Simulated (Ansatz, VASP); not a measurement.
**One calculation of MgC2, two programs**

```
Mg C
1.0
     3.08645    0.00000    0.00000
    -1.54322    2.67294    0.00000
     0.00000    0.00000    5.58527
Mg C
1 2
Direct
  0.00000 0.00000 0.50000
  0.00000 0.00000 0.16553
  0.00000 0.00000 0.83447
```

Alike in both runs: task relaxation of cell and atoms; functional PBE; k mesh 6 × 6 × 4; occupations gaussian, width 0.1 eV; no spin polarisation.

|  | VASP | Ansatz |
| --- | --- | --- |
| version | VASP 6.6.1 | Ansatz 0.2.0 |
| potentials or method | VASP PAW PBE potentials, release 64 (Mg_sv, C), cutoff 840 eV | scalar-relativistic, plane waves, PAW |
| valence electrons in the cell | 18 | 18 |

```csv
,VASP,Ansatz,Ansatz less VASP
"gap on the k mesh at the Fermi level, each at its own relaxed structure (eV)",1.94,3.48,+1.542
relaxed volume (Å³/atom),26.86,46.37,+19.507
relaxed length of the cell vector where the two differ most in proportion (Å),4.213,5.520,+1.3064
```

One of these differences is far larger than is usual between the two programs; its cause wasn't traced.

Noted on VASP's run: the volume moved by over 15 % at a fixed basis, so the end points are rough.
